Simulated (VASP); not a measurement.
# SnO (Pm) in VASP: notebook

Runs on SnO. Level: PBEsol. Tasks: single point.

Everything below comes from runs of VASP 6.6.1. Logs are shortened: lines on timing, memory, paths and dates and some standing lists are left out, and cuts for length are marked.

## 1. The cell of the first run

Symmetry: Pm, No. 6, monoclinic system. The conventional cell has a = 5.705 Å, b = 3.316 Å, c = 11.922 Å, α = 90.00°, β = 101.50°, γ = 90.00°. Sn (site symmetry m) has 3 O at 2.13 to 2.14 Å and 2 Sn at 2.64 Å within 2.8 Å. Sn (site symmetry m) has 3 O at 2.13 to 2.14 Å within 2.8 Å. Sn (site symmetry m) has 3 O at 2.13 to 2.14 Å within 2.8 Å. Within 2.8 Å of Sn (site symmetry m) lie 3 O at 2.13 to 2.14 Å. Sn (site symmetry m) has 1 O at 2.13 Å and 2 Sn at 2.64 Å within 2.8 Å. Within 2.8 Å of Sn (site symmetry m) lie 3 O at 2.13 to 2.14 Å. O (site symmetry m) has 1 Sn at 2.13 Å and 4 O at 2.77 to 2.87 Å within 2.9 Å. Within 2.9 Å of O (site symmetry m) lie 3 Sn at 2.13 to 2.14 Å and 4 O at 2.87 Å.

## 2. Single point, PBEsol

Contents of INCAR:

```
SYSTEM = SnO
ALGO = Normal
EDIFF = 1E-6
ENCUT = 520
GGA = PS
ISIF = 2
ISMEAR = 0
LASPH = .TRUE.
LCHARG = .FALSE.
LREAL = .FALSE.
LWAVE = .FALSE.
NBANDS = 72
NELM = 80
PREC = Accurate
SIGMA = 0.05
```

Contents of KPOINTS:

```
k-points
0
G
  8 5 3
  0 0 0
```

Contents of POSCAR:

```
SnO
1.0
   -3.3156086772      0.0000000000      0.0000000000
    0.0000000000     -5.7050005398      0.0000000000
    0.0000000000     -2.3772737249     11.6824937061
Sn O
6 6
Direct
    0.0000000000      0.3979776634      0.8836914207
    0.0000000000      0.6757776634      0.2170247540
    0.0000000000      0.5368776634      0.5503580874
    0.5000000000     -0.0649960934      0.7170247540
    0.5000000000      0.2128039066      0.0503580874
    0.5000000000      0.0739039066      0.3836914207
    0.0000000000     -0.2810447737      0.9495755793
    0.0000000000     -0.0032447737      0.2829089126
    0.0000000000     -0.1421447737      0.6162422460
    0.5000000000      0.5591184859      0.7829089126
    0.5000000000      0.8369184859      0.1162422460
    0.5000000000      0.6980184859      0.4495755793
```

Potentials or basis: VASP PAW PBE potentials, release 64 (Sn_d, O).

Launch:

```
$ cat potpaw_PBE.64/Sn_d/POTCAR potpaw_PBE.64/O/POTCAR > POTCAR
$ mpirun -np 1 vasp_std > vasp.out
```

OUTCAR:

```text
SYSTEM = SnO
   EDIFF = 1E-6
   ENCUT = 520
   GGA = PS
   ISIF = 2
   ISMEAR = 0
   LASPH = .TRUE.
   LREAL = .FALSE.
   NELM = 80
   PREC = Accurate

 ion  position               nearest neighbor table
   1  0.000  0.398  0.884-   7 2.13  10 2.14  10 2.14   5 2.64   5 2.64   4 3.70   4 3.70
   2  0.000  0.676  0.217-   8 2.13  11 2.14  11 2.14   5 3.70   5 3.70   6 3.70   6 3.70
   3  0.000  0.537  0.550-   9 2.13  12 2.14  12 2.14   4 3.70   4 3.70   6 3.70   6 3.70
   4  0.500  0.935  0.717-  10 2.13   9 2.14   9 2.14   3 3.70   3 3.70   1 3.70   1 3.70
   5  0.500  0.213  0.050-  11 2.13   1 2.64   1 2.64   2 3.70   2 3.70
   6  0.500  0.074  0.384-  12 2.13   8 2.14   8 2.14   3 3.70   3 3.70   2 3.70   2 3.70
   7  0.000  0.719  0.950-   1 2.13
   8  0.000  0.997  0.283-   2 2.13   6 2.14   6 2.14
   9  0.000  0.858  0.616-   3 2.13   4 2.14   4 2.14
  10  0.500  0.559  0.783-   4 2.13   1 2.14   1 2.14
  11  0.500  0.837  0.116-   5 2.13   2 2.14   2 2.14
  12  0.500  0.698  0.450-   6 2.13   3 2.14   3 2.14

  LATTYP: Found a simple monoclinic cell.
 ALAT       =     5.7050005398
 B/A-ratio  =     0.5811758744
 C/A-ratio  =     2.0897309774
 COS(beta)  =    -0.1994036575

  Lattice vectors:

 A1 = (   0.0000000000,  -5.7050005398,   0.0000000000)
 A2 = (  -3.3156086772,   0.0000000000,   0.0000000000)
 A3 = (   0.0000000000,   2.3772737249, -11.6824937061)

Analysis of symmetry for initial positions (statically):
=====================================================================
 Subroutine PRICEL returns:
 Original cell was already a primitive cell.

 Routine SETGRP: Setting up the symmetry group for a
 simple monoclinic supercell.

 Subroutine GETGRP returns: Found  2 space group operations
 (whereof  2 operations were pure point group operations)
 out of a pool of  4 trial point group operations.

The static configuration has the point symmetry C_1h.

Analysis of symmetry for dynamics (positions and initial velocities):
=====================================================================
 Subroutine PRICEL returns:
 Original cell was already a primitive cell.

 Routine SETGRP: Setting up the symmetry group for a
 simple monoclinic supercell.

 Subroutine GETGRP returns: Found  2 space group operations
 (whereof  2 operations were pure point group operations)
 out of a pool of  4 trial point group operations.

The dynamic configuration has the point symmetry C_1h.

[... 124 lines left out ...]
   ISIF   =      2    stress and relaxation
   ISYM   =      2    0-nonsym 1-usesym 2-fastsym
   POTIM  = 0.5000    time-step for ionic-motion
   TEBEG  =    0.0;   TEEND  =   0.0 temperature during run
   PSTRESS=    0.0 pullay stress
   NELECT =     120.0000    total number of electrons
   NUPDOWN=      -1.0000    fix difference up-down
   EMIN   =  10.00;   EMAX   =-10.00  energy-range for DOS
   EFERMI =   0.00;   METHOD = LEGACY
   ISMEAR =     0;   SIGMA  =   0.05  broadening in eV -4-tet -1-fermi 0-gaus
   EFERMI_NEDOS =   21; number of points for ismear=-14 and -15
   IALGO  =     38    algorithm
   IMIX   =      4    mixing-type and parameters
     AMIX     =   0.40;   BMIX     =  1.00
     AMIX_MAG =   1.60;   BMIX_MAG =  1.00
  volume/ion in A,a.u.               =      18.42       124.27
  Fermi-wavevector in a.u.,A,eV,Ry     =   1.335623  2.523961 24.271264  1.783888
  Thomas-Fermi vector in A             =   2.464312
   LORBIT       =      0    0 simple, 1 ext, 2 COOP (PROOUT), +10 PAW based schemes
   GGA     = PS    functional components
   LHFCALC =     F    Hartree Fock is set to
   AEXX    =    0.0000 exact exchange contribution
   IVDW    =     0    specifies the selected vdW correction
   LEPSILON=     F    determine dielectric tensor
   LRPA    =     F    only Hartree local field effects (RPA)
 non-spin polarized calculation
 Gauss-broadening in eV      SIGMA  =   0.05
  energy-cutoff  :      520.00
  volume of cell :      220.98
 maximum number of plane-waves:      5972
 NGX is ok and might be reduce to    28

 number of electron     120.0000005 magnetization

 Free energy of the ion-electron system (eV)
  ---------------------------------------------------
  ext. energy  EPLUGINS =         0.00000000
  ---------------------------------------------------
  free energy    TOTEN  =       -67.05133226 eV

  energy without entropy =      -67.04350320  energy(sigma->0) =      -67.04741773

 E-fermi :   5.6702     XC(G=0): -10.2495

 val. band max:        5.6693498265   @ k =   0.0000   0.4000   0.3333
 cond. band min:       5.6772631907   @ k =   0.3750   0.0000   0.3333
 fundamental gap:      0.0079133642
 Fermi energy:         5.6701853925

 k-point     1 :       0.0000    0.0000    0.0000
  band No.  band energies     occupation
      1     -16.4259      2.00000
      2     -16.3475      2.00000
      3     -16.2122      2.00000
      4     -16.1504      2.00000
      5     -16.0245      2.00000
      6     -15.8653      2.00000
[... 1789 lines left out ...]
     71      10.7843      0.00000
     72      11.2537      0.00000

 [... further k-points ...]
[... 5 lines left out ...]
  --------------------------------------------------------------------------------------
  -------------------------------------------------------------------------------------
  Total        6.0039156     -7.1138692      3.9364751      0.0000000      0.9156407      0.0000000
  in kB       43.5301987    -51.5776965     28.5406312      0.0000000      6.6386713      0.0000000
  external PRESSURE =       6.8310444 kB  Pullay stress =       0.0000000 kB

 VOLUME and BASIS-vectors are now :
 -----------------------------------------------------------------------------
  energy-cutoff  :      520.00
  volume of cell :      220.98
      direct lattice vectors                 reciprocal lattice vectors
    -3.315608677  0.000000000  0.000000000    -0.301603747  0.000000000  0.000000000
     0.000000000 -5.705000540  0.000000000     0.000000000 -0.175284821 -0.035668755
     0.000000000 -2.377273725 11.682493706     0.000000000  0.000000000  0.085598163

 POSITION                                       TOTAL-FORCE (eV/Angst)
 -----------------------------------------------------------------------------------
      0.00000     -4.37124     10.32372         0.000000     -4.022290     -3.165853
      0.00000     -4.37124      2.53539         0.000000     -0.061411     -1.006466
      0.00000     -4.37124      6.42955         0.000000      0.122126      0.096653
     -1.65780     -7.03876      8.37664         0.000000     -0.157145      0.835298
     -1.65780     -1.33376      0.58831         0.000000      1.700117      3.753823
     -1.65780     -1.33376      4.48247         0.000000     -0.027639      0.094490
      0.00000     -6.35904     11.09341         0.000000      2.135317     -0.665490
      0.00000     -6.35904      3.30508         0.000000     -0.079453      0.125572
      0.00000     -6.35904      7.19925         0.000000      0.091171     -0.043983
     -1.65780     -5.05096      9.14633         0.000000      1.110735     -0.347120
     -1.65780     -5.05096      1.35800         0.000000     -0.747716      0.440441
     -1.65780     -5.05096      5.25216         0.000000     -0.063812     -0.117365
 -----------------------------------------------------------------------------------
    total drift:                               -0.000000     -0.000060      0.002928

  FREE ENERGIE OF THE ION-ELECTRON SYSTEM (eV)
  ---------------------------------------------------
  free  energy   TOTEN  =       -67.0513322628 eV

  energy  without entropy=      -67.0435031979  energy(sigma->0) =      -67.04741773
```

stdout:

```text
POSCAR found type information on POSCAR SnO
 POSCAR found :  2 types and      12 ions
 scaLAPACK will be used
 -----------------------------------------------------------------------------
|                                                                             |
|                                                                             |
|     You enforced a specific xc type in the INCAR file but a different       |
|     I HOPE YOU KNOW WHAT YOU ARE DOING!                                     |
|                                                                             |
 -----------------------------------------------------------------------------

 LDA part: xc-table for (Slater+PW92), standard interpolation
 POSCAR, INCAR and KPOINTS ok, starting setup
 FFT: planning ... GRIDC
 FFT: planning ... GRID_SOFT
 FFT: planning ... GRID
 WAVECAR not read
 entering main loop
```

Run time: 18 min. Hardware: 1 thread of Intel Xeon Platinum 8259CL at 2.50GHz (Skylake/Cascade Lake), shared host; peak memory 0.6 GiB.

Results:

* Free energy: -67.0513 eV
* Pressure: 0.7 GPa
* Largest force: 5.119 eV/Å
* Band gap on the k mesh: zero (bands 60 and 61 overlap by 0.01 eV)

Forces in eV/Å, atoms in the order of the input:
```
Sn   0.000 -4.022 -3.166
Sn   0.000 -0.061 -1.006
Sn   0.000  0.122  0.097
Sn   0.000 -0.157  0.835
Sn   0.000  1.700  3.754
Sn   0.000 -0.028  0.094
O    0.000  2.135 -0.665
O    0.000 -0.079  0.126
O    0.000  0.091 -0.044
O    0.000  1.111 -0.347
O    0.000 -0.748  0.440
O    0.000 -0.064 -0.117
```

Caveat: semilocal functionals underestimate gaps, so a narrow gap can read as zero; the PAW data sets were made with another functional, which shifts forces and pressure a little; spin-orbit coupling is left out, which moves the levels of the heavy elements.

## 3. Single point, PBEsol

This run uses another cell than the first one, of the same volume but with other edges.

Contents of INCAR:

```
SYSTEM = SnO
PREC = Accurate ; ENCUT = 520
EDIFF = 1E-6 ; ISMEAR = 0
SIGMA = 0.05 ; LREAL = .False.
LASPH = .True. ; NELM = 60
ALGO = Normal ; ISIF = 2
LWAVE = .False. ; LCHARG = .False.
GGA = PS ; NBANDS = 72
```

Contents of KPOINTS:

```
Automatic mesh
0
Gamma
  8 5 3
  0 0 0
```

Contents of POSCAR:

```
SnO
1.0
   -3.3156086772      0.0000000000      0.0000000000
    0.0000000000     -5.7050005398      0.0000000000
    0.0000000000     -3.8035238599     11.6824937061
Sn O
6 6
Direct
    0.0000000000      0.1770548082      0.8836914207
    0.0000000000      0.6215214749      0.2170247540
    0.0000000000      0.3992881416      0.5503580874
    0.5000000000     -0.2442522819      0.7170247540
    0.5000000000      0.2002143848      0.0503580874
    0.5000000000     -0.0220189486      0.3836914207
    0.0000000000     -0.5184386685      0.9495755793
    0.0000000000     -0.0739720019      0.2829089126
    0.0000000000     -0.2962053352      0.6162422460
    0.5000000000      0.3633912577      0.7829089126
    0.5000000000      0.8078579244      0.1162422460
    0.5000000000      0.5856245911      0.4495755793
```

Potentials or basis: VASP PAW PBE potentials, release 64 (Sn_d, O).

Launch:

```
$ cat potpaw_PBE.64/Sn_d/POTCAR potpaw_PBE.64/O/POTCAR > POTCAR
$ mpirun -np 1 vasp_std > vasp.out
```

Wall time 11 min (1 thread of Intel Xeon Platinum 8488C (Sapphire Rapids), shared host); peak memory 0.62 GiB.

The run converged. Its results:

| Item | Value |
| --- | --- |
| Free energy | -68.2921 eV |
| Pressure | 2.7 GPa |
| Largest force | 4.224 eV/Å |
| Band gap on the k mesh | 0.42 eV (least direct gap 0.73 eV) |

Forces in eV/Å, atoms in the order of the input:
```
Sn   0.000  0.663 -3.712
Sn   0.000  0.141 -0.352
Sn   0.000  0.106 -0.022
Sn   0.000 -0.335  0.393
Sn   0.000 -3.017  2.956
Sn   0.000 -0.055 -0.012
O    0.000  1.109  0.279
O    0.000 -0.088  0.209
O    0.000  0.081  0.013
O    0.000  0.541 -0.227
O    0.000  0.837  0.505
O    0.000  0.016 -0.030
```

Stress tensor (GPa, compression positive):
```
 3.30  0.00  0.00
 0.00  0.10 -2.14
 0.00 -2.14  4.74
```

Levels at points of the mesh, in eV from the valence-band top:
| k point | band 58 | band 59 | band 60 | band 61 | band 62 | band 63 |
| --- | --- | --- | --- | --- | --- | --- |
| (0.00, 0.00, 0.00) | -1.23 | -0.60 | -0.09 | 1.37 | 2.56 | 2.79 |
| (0.50, 0.00, 0.00) | -1.34 | -1.15 | -0.68 | 0.45 | 1.44 | 2.32 |

Caveat: the PAW data sets were made with another functional, which shifts forces and pressure a little; spin-orbit coupling is left out, which moves the levels of the heavy elements; an odd mesh through Γ misses points on the zone boundary, where band edges can lie.
